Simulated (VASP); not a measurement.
# B (Pnnm) in VASP: a series of runs

The runs below take B through relaxation of cell and atoms, single point, with PBE.

All numbers are computed with VASP 6.6.1; they aren't measurements. Logs are shortened: lines on timing, memory, paths and dates and some standing lists are left out, and cuts for length are marked.

## (1) The cell of the first run

Symmetry: Pnnm, No. 58, orthorhombic system. Conventional cell: a = 2.941 Å, b = 3.287 Å, c = 8.598 Å, α = 90.00°, β = 90.00°, γ = 90.00°. Within 2.3 Å of B (site symmetry 1) lie 7 B at 1.72 to 1.93 Å. B (site symmetry m) has 4 B at 1.72 to 2.09 Å within 2.3 Å.

## (2) Relaxation of cell and atoms, PBE

Contents of INCAR:

```
PREC = Accurate ; ENCUT = 600
EDIFF = 1E-7 ; ISMEAR = 0
SIGMA = 0.1 ; LREAL = False
LASPH = True ; NELM = 100
ALGO = Normal ; ISIF = 3
LWAVE = False ; LCHARG = False
GGA = PE ; IBRION = 2
NSW = 100 ; EDIFFG = -0.01
```

Contents of KPOINTS:

```
regular mesh
0
Gamma
  12 12 6
```

Contents of POSCAR:

```
B
1.0
    2.9412004557      0.0000000000      0.0000000000
    0.0000000000      3.2867010294      0.0000000000
    0.0000000000      0.0000000000      8.5981050801
B
12
Direct
    0.7483284296      0.6479932585      0.6915268543
    0.7516715704      0.1479932585      0.8084731457
    0.2483284296      0.8520067415      0.8084731457
    0.2516715704      0.3520067415      0.6915268543
    0.2516715704      0.3520067415      0.3084731457
    0.2483284296      0.8520067415      0.1915268543
    0.7516715704      0.1479932585      0.1915268543
    0.7483284296      0.6479932585      0.3084731457
    0.3271215046      0.7223873719      0.0000000000
    0.1728784954      0.2223873719      0.5000000000
    0.8271215046      0.7776126281      0.5000000000
    0.6728784954      0.2776126281      0.0000000000
```

Potentials or basis: VASP PAW PBE potentials, release 64 (B).

Command:

```bash
$ cat potpaw_PBE.64/B/POTCAR > POTCAR
$ mpirun -np 1 vasp_std > vasp.out
```

OUTCAR:

```text
PREC = Accurate
   ENCUT = 600
   EDIFF = 1E-7
   ISMEAR = 0
   LREAL = False
   LASPH = True
   NELM = 100
   ISIF = 3
   GGA = PE
   IBRION = 2
   NSW = 100
   EDIFFG = -0.01

 ion  position               nearest neighbor table
   1  0.748  0.648  0.692-  11 1.72   4 1.76   4 1.77   3 1.90   3 1.90   2 1.93   2 1.93
   2  0.752  0.148  0.808-  12 1.72   3 1.76   3 1.77   4 1.90   4 1.90   1 1.93   1 1.93
   3  0.248  0.852  0.808-   9 1.72   2 1.76   2 1.77   1 1.90   1 1.90   4 1.93   4 1.93
   4  0.252  0.352  0.692-  10 1.72   1 1.76   1 1.77   2 1.90   2 1.90   3 1.93   3 1.93
   5  0.252  0.352  0.308-  10 1.72   8 1.76   8 1.77   7 1.90   7 1.90   6 1.93   6 1.93
   6  0.248  0.852  0.192-   9 1.72   7 1.76   7 1.77   8 1.90   8 1.90   5 1.93   5 1.93
   7  0.752  0.148  0.192-  12 1.72   6 1.76   6 1.77   5 1.90   5 1.90   8 1.93   8 1.93
   8  0.748  0.648  0.308-  11 1.72   5 1.76   5 1.77   6 1.90   6 1.90   7 1.93   7 1.93
   9  0.327  0.722  0.000-   3 1.72   6 1.72  12 1.78  12 2.09
  10  0.173  0.222  0.500-   4 1.72   5 1.72  11 1.78  11 2.09
  11  0.827  0.778  0.500-   1 1.72   8 1.72  10 1.78  10 2.09
  12  0.673  0.278  0.000-   2 1.72   7 1.72   9 1.78   9 2.09

  LATTYP: Found a simple orthorhombic cell.
 ALAT       =     2.9412004557
 B/A-ratio  =     1.1174692371
 C/A-ratio  =     2.9233318876

  Lattice vectors:

 A1 = (   2.9412004557,   0.0000000000,   0.0000000000)
 A2 = (   0.0000000000,   3.2867010294,   0.0000000000)
 A3 = (   0.0000000000,   0.0000000000,   8.5981050801)

Analysis of symmetry for initial positions (statically):
=====================================================================
 Subroutine PRICEL returns:
 Original cell was already a primitive cell.

 Routine SETGRP: Setting up the symmetry group for a
 simple orthorhombic supercell.

 Subroutine GETGRP returns: Found  8 space group operations
 (whereof  4 operations were pure point group operations)
 out of a pool of  8 trial point group operations.

The static configuration has the point symmetry C_2h.
 The point group associated with its full space group is D_2h.

Analysis of symmetry for dynamics (positions and initial velocities):
=====================================================================
 Subroutine PRICEL returns:
 Original cell was already a primitive cell.

 Routine SETGRP: Setting up the symmetry group for a
 simple orthorhombic supercell.

 Subroutine GETGRP returns: Found  8 space group operations
 (whereof  4 operations were pure point group operations)
 out of a pool of  8 trial point group operations.

The dynamic configuration has the point symmetry C_2h.
 The point group associated with its full space group is D_2h.

 Subroutine INISYM returns: Found  8 space group operations
 (whereof  4 operations are pure point group operations),
 and found     1 'primitive' translations

----------------------------------------------------------------------------------------

                                     Primitive cell

  volume of cell :      83.1166

  direct lattice vectors                    reciprocal lattice vectors
     2.941200456  0.000000000  0.000000000     0.339997227  0.000000000  0.000000000
     0.000000000  3.286701029  0.000000000     0.000000000  0.304256454  0.000000000
     0.000000000  0.000000000  8.598105080     0.000000000  0.000000000  0.116304696

  length of vectors
     2.941200456  3.286701029  8.598105080     0.339997227  0.304256454  0.116304696

  position of ions in fractional coordinates (direct lattice)
     0.748328430  0.647993259  0.691526854
     0.751671570  0.147993259  0.808473146
     0.248328430  0.852006741  0.808473146
     0.251671570  0.352006741  0.691526854
     0.251671570  0.352006741  0.308473146
     0.248328430  0.852006741  0.191526854
     0.751671570  0.147993259  0.191526854
     0.748328430  0.647993259  0.308473146
     0.327121505  0.722387372  0.000000000
     0.172878495  0.222387372  0.500000000
     0.827121505  0.777612628  0.500000000
     0.672878495  0.277612628  0.000000000

  ion indices of the primitive-cell ions
   primitive index   ion index
                 1           1
                 2           2
                 3           3
                 4           4
                 5           5
                 6           6
                 7           7
                 8           8
                 9           9
                10          10
                11          11
                12          12

----------------------------------------------------------------------------------------

 KPOINTS: regular mesh

Automatic generation of k-mesh.
 Grid dimensions read from file:
 generate k-points for:   12   12    6

 Generating k-lattice:

  Cartesian coordinates                     Fractional coordinates (reciprocal lattice)
     0.028333102  0.000000000  0.000000000     0.083333333  0.000000000  0.000000000
     0.000000000  0.025354704  0.000000000     0.000000000  0.083333333  0.000000000
     0.000000000  0.000000000  0.019384116     0.000000000  0.000000000  0.166666667

  Length of vectors
     0.028333102  0.025354704  0.019384116

  Shift w.r.t. Gamma in fractional coordinates (k-lattice)
     0.000000000  0.000000000  0.000000000

 Subroutine IBZKPT returns following result:
 ===========================================

 Found    196 irreducible k-points:

 Following reciprocal coordinates:
            Coordinates               Weight
  0.000000  0.000000  0.000000      1.000000
  0.083333  0.000000  0.000000      2.000000
  0.166667  0.000000  0.000000      2.000000
  0.250000  0.000000  0.000000      2.000000
  0.333333  0.000000  0.000000      2.000000
  0.416667  0.000000  0.000000      2.000000
[... 16 lines left out ...]
  0.083333  0.250000  0.000000      4.000000
  0.166667  0.250000  0.000000      4.000000
 [... further k-points ...]
   k-points           NKPTS =    196   k-points in BZ     NKDIM =    196   number of bands    NBANDS=     25
   number of dos      NEDOS =    301   number of ions     NIONS =     12
   total plane-waves  NPLWV =  47040
   dimension x,y,z NGX =    24 NGY =   28 NGZ =   70
   dimension x,y,z NGXF=    48 NGYF=   56 NGZF=  140
   ions per type =              12
   NGX,Y,Z   is equivalent  to a cutoff of  13.57, 14.16, 13.53 a.u.
   NGXF,Y,Z  is equivalent  to a cutoff of  27.13, 28.33, 27.07 a.u.
 SYSTEM =  unknown system
   PREC   = accura    normal or accurate (medium, high low for compatibility)
   ISTART =      0    job   : 0-new  1-cont  2-samecut
   ICHARG =      2    charge: 1-file 2-atom 10-const
   ISPIN  =      1    spin polarized calculation?
   LNONCOLLINEAR =      F non collinear calculations
   LSORBIT =      F    spin-orbit coupling
   LASPH  =      T    aspherical Exc in radial PAW
   ENCUT  =  600.0 eV  44.10 Ry    6.64 a.u.   5.87  6.56 17.17*2*pi/ulx,y,z
   NELM   =    100;   NELMIN=  2; NELMDL= -5     # of ELM steps
   EDIFF  = 0.1E-06   stopping-criterion for ELM
   LREAL  =      F    real-space projection
   EDIFFG = -.1E-01   stopping-criterion for IOM
   NSW    =    100    number of steps for IOM
   IBRION =      2    ionic relax: 0-MD 1-quasi-New 2-CG
   NFREE  =      1    steps in history (QN), initial steepest desc. (CG)
   ISIF   =      3    stress and relaxation
   ISYM   =      2    0-nonsym 1-usesym 2-fastsym
   POTIM  = 0.5000    time-step for ionic-motion
   TEBEG  =    0.0;   TEEND  =   0.0 temperature during run
   PSTRESS=    0.0 pullay stress
   NELECT =      36.0000    total number of electrons
   NUPDOWN=      -1.0000    fix difference up-down
   EMIN   =  10.00;   EMAX   =-10.00  energy-range for DOS
   EFERMI =   0.00;   METHOD = LEGACY
   ISMEAR =     0;   SIGMA  =   0.10  broadening in eV -4-tet -1-fermi 0-gaus
   EFERMI_NEDOS =   21; number of points for ismear=-14 and -15
   IALGO  =     38    algorithm
   IMIX   =      4    mixing-type and parameters
     AMIX     =   0.40;   BMIX     =  1.00
     AMIX_MAG =   1.60;   BMIX_MAG =  1.00
  volume/ion in A,a.u.               =       6.93        46.74
  Fermi-wavevector in a.u.,A,eV,Ry     =   1.238644  2.340698 20.874585  1.534239
  Thomas-Fermi vector in A             =   2.373161
   LORBIT       =      0    0 simple, 1 ext, 2 COOP (PROOUT), +10 PAW based schemes
   GGA     = PE    functional components
   LHFCALC =     F    Hartree Fock is set to
   AEXX    =    0.0000 exact exchange contribution
   IVDW    =     0    specifies the selected vdW correction
   LEPSILON=     F    determine dielectric tensor
   LRPA    =     F    only Hartree local field effects (RPA)
 conjugate gradient relaxation of ions
 non-spin polarized calculation
 Gauss-broadening in eV      SIGMA  =   0.10
  energy-cutoff  :      600.00
  volume of cell :       83.12
 maximum number of plane-waves:      2808
 NGX is ok and might be reduce to    24
   NGX = 11   NGY = 13   NGZ = 35

--------------------------------------- Ionic step        1  -------------------------------------------

 number of electron      36.0000000 magnetization

 Free energy of the ion-electron system (eV)
  ---------------------------------------------------
  ext. energy  EPLUGINS =         0.00000000
  ---------------------------------------------------
  free energy    TOTEN  =       -74.29527275 eV

  energy without entropy =      -74.28692011  energy(sigma->0) =      -74.29109643

------------------------ aborting loop because EDIFF is reached ----------------------------------------

  FORCE on cell =-STRESS in cart. coord.  units (eV):
  Direction    XX          YY          ZZ          XY          YZ          ZX
  --------------------------------------------------------------------------------------
  -------------------------------------------------------------------------------------
  Total       -0.5415109      0.4041764      0.2042586      0.0000000      0.0000000      0.0000000
  in kB      -10.4383104      7.7910132      3.9373441      0.0000000      0.0000000      0.0000000
  external PRESSURE =       0.4300156 kB  Pullay stress =       0.0000000 kB
[... 169 lines left out ...]
  energy  without entropy=      -74.2888579435  energy(sigma->0) =      -74.29301503

--------------------------------------- Ionic step        5  -------------------------------------------

 number of electron      36.0000000 magnetization

 Free energy of the ion-electron system (eV)
  ---------------------------------------------------
  ext. energy  EPLUGINS =         0.00000000
  ---------------------------------------------------
  free energy    TOTEN  =       -74.29719477 eV

  energy without entropy =      -74.28887970  energy(sigma->0) =      -74.29303723

 E-fermi :   6.7883     XC(G=0): -12.0302

 val. band max:        6.7845015282   @ k =   0.1667   0.1667   0.5000
 cond. band min:       6.7887466833   @ k =   0.1667   0.3333   0.3333
 fundamental gap:      0.0042451552
 Fermi energy:         6.7882762951

 k-point     1 :       0.0000    0.0000    0.0000
  band No.  band energies     occupation
      1      -9.4099      2.00000
      2      -8.7340      2.00000
      3      -6.1764      2.00000
      4      -2.6002      2.00000
      5      -2.4959      2.00000
      6       0.4530      2.00000
[... 661 lines left out ...]
     24      10.8181      0.00000
     25      12.0735      0.00000

 [... further k-points ...]
[... 5 lines left out ...]
  --------------------------------------------------------------------------------------
  -------------------------------------------------------------------------------------
  Total        0.0070919      0.0259283      0.0295663      0.0000000      0.0000000      0.0000000
  in kB        0.1367409      0.4999289      0.5700735      0.0000000      0.0000000      0.0000000
  external PRESSURE =       0.4022477 kB  Pullay stress =       0.0000000 kB
[... 27 lines left out ...]
  FREE ENERGIE OF THE ION-ELECTRON SYSTEM (eV)
  ---------------------------------------------------
  free  energy   TOTEN  =       -74.2971947691 eV

  energy  without entropy=      -74.2888796987  energy(sigma->0) =      -74.29303723

 reached required accuracy - stopping structural energy minimisation
```

It took 11 min on 1 thread of Intel Xeon Platinum 8488C (Sapphire Rapids), shared host; peak memory 0.44 GiB.

Results:

```yaml
Free_energy: -74.2972 eV
Relaxed_volume: 6.92 Å³/atom
Relaxed_cell: a = 2.935 Å, b = 3.293 Å, c = 8.599 Å, α = 90.00°, β = 90.00°, γ = 90.00°
Space_group_after_relaxing_to_0.05_Å: Pnnm (No. 58)
Energy_gained_by_relaxing: 0.2 meV/atom
Ionic_steps: 5
Pressure_after_relaxing: 0.0 GPa
Largest_force_after_relaxing: 0.004 eV/Å
Band_gap_on_the_k_mesh: zero (band 18 reaches 8.31 eV, above the bottom of band 19 at 4.23 eV)
```

Forces in eV/Å, atoms in the order of the input:
```
B    0.001  0.003 -0.001
B   -0.001  0.003  0.001
B    0.001 -0.003  0.001
B   -0.001 -0.003 -0.001
B   -0.001 -0.003  0.001
B    0.001 -0.003 -0.001
B   -0.001  0.003 -0.001
B    0.001  0.003  0.001
B   -0.003 -0.003  0.000
B    0.003 -0.003  0.000
B   -0.003  0.003  0.000
B    0.003  0.003  0.000
```

Step by step:
```tsv
step	energy change (eV)	largest force (eV/Å)	pressure (GPa)	volume (Å³)
1	0.0000	0.0755	0.04	83.12
2	-0.0017	0.0251	-0.14	83.14
3	-0.0018	0.0146	-0.11	83.14
4	-0.0019	0.0074	0.10	83.08
5	-0.0019	0.0038	0.04	83.10
```

Final structure:
```
CELL_PARAMETERS angstrom
2.93494 0.00000 0.00000
0.00000 3.29270 0.00000
0.00000 0.00000 8.59855
ATOMIC_POSITIONS crystal
B 0.74892 0.64780 0.69184
B 0.75108 0.14780 0.80816
B 0.24892 0.85220 0.80816
B 0.25108 0.35220 0.69184
B 0.25108 0.35220 0.30816
B 0.24892 0.85220 0.19184
B 0.75108 0.14780 0.19184
B 0.74892 0.64780 0.30816
B 0.32701 0.72256 0.00000
B 0.17299 0.22256 0.50000
B 0.82701 0.77744 0.50000
B 0.67299 0.27744 0.00000
```

## (3) Single point, PBE

Contents of INCAR:

```
ALGO = Normal ; EDIFF = 1E-6
ENCUT = 520 ; GGA = PE
ISIF = 2 ; ISMEAR = 0
LASPH = True ; LCHARG = False
LREAL = False ; LWAVE = False
NBANDS = 30 ; NELM = 100
PREC = Accurate ; SIGMA = 0.1
```

Contents of KPOINTS:

```
k-points
0
Gamma
  12 12 6
```

Contents of POSCAR:

```
B
1.0
    2.9349589538      0.0000000000      0.0000000000
    0.0000000000      3.2932571344      0.0000000000
    0.0000000000      0.0000000000      8.5994406960
B
12
Direct
    0.7489503482      0.6478222123      0.6918182217
    0.7510496518      0.1478222123      0.8081817783
    0.2489503482      0.8521777877      0.8081817783
    0.2510496518      0.3521777877      0.6918182217
    0.2510496518      0.3521777877      0.3081817783
    0.2489503482      0.8521777877      0.1918182217
    0.7510496518      0.1478222123      0.1918182217
    0.7489503482      0.6478222123      0.3081817783
    0.3266178920      0.7223132247      0.0000000000
    0.1733821080      0.2223132247      0.5000000000
    0.8266178920      0.7776867753      0.5000000000
    0.6733821080      0.2776867753      0.0000000000
```

Potentials or basis: VASP PAW PBE potentials, release 64 (B).

Command:

```bash
$ cat potpaw_PBE.64/B/POTCAR > POTCAR
$ mpirun -np 1 vasp_std > vasp.out
```

It took 3.4 min on 1 thread of AMD EPYC 9R14 (Zen 4), shared host; peak memory 0.38 GiB.

It converged, with:

```
Free energy            : -74.2862 eV
Pressure               : 0.0 GPa
Band gap on the k mesh : zero (band 18 reaches 8.31 eV, above the bottom of band 19 at 4.22 eV)
```

Forces in eV/Å, atoms in the order of the input:
```
B   -0.001  0.001  0.002
B    0.001  0.001 -0.002
B   -0.001 -0.001 -0.002
B    0.001 -0.001  0.002
B    0.001 -0.001 -0.002
B   -0.001 -0.001  0.002
B    0.001  0.001  0.002
B   -0.001  0.001 -0.002
B   -0.002  0.000  0.000
B    0.002  0.000  0.000
B   -0.002  0.000  0.000
B    0.002  0.000  0.000
```

Levels at points of the mesh, in eV from the Fermi level:
```tsv
k point	band 14	band 15	band 16	band 17	band 18	band 19	band 20	band 21	band 22	band 23
(0.00, 0.00, 0.00)	-1.67	-0.73	-0.36	-0.14	0.11	1.74	1.94	2.09	2.57	2.70
(0.50, 0.00, 0.00)	-4.01	-1.33	-1.33	-0.81	-0.81	1.83	1.83	2.83	2.83	3.20
(0.00, 0.50, 0.00)	-2.20	-1.37	-1.37	1.32	1.32	1.64	1.64	2.17	2.17	3.09
(0.50, 0.50, 0.00)	-3.69	-3.65	-3.65	-3.20	-3.20	-2.56	-2.56	5.55	5.55	6.70
(0.00, 0.00, 0.50)	-2.01	-1.21	-1.21	0.78	0.78	1.09	1.09	2.38	2.38	4.32
(0.50, 0.00, 0.50)	-3.25	-2.53	-2.53	-0.78	-0.78	1.77	1.77	2.99	2.99	3.49
(0.00, 0.50, 0.50)	-2.54	-2.25	-2.25	1.52	1.52	1.86	1.86	1.88	1.88	3.67
(0.50, 0.50, 0.50)	-4.95	-4.67	-4.67	-2.08	-2.08	-1.65	-1.65	4.33	4.33	4.82
```
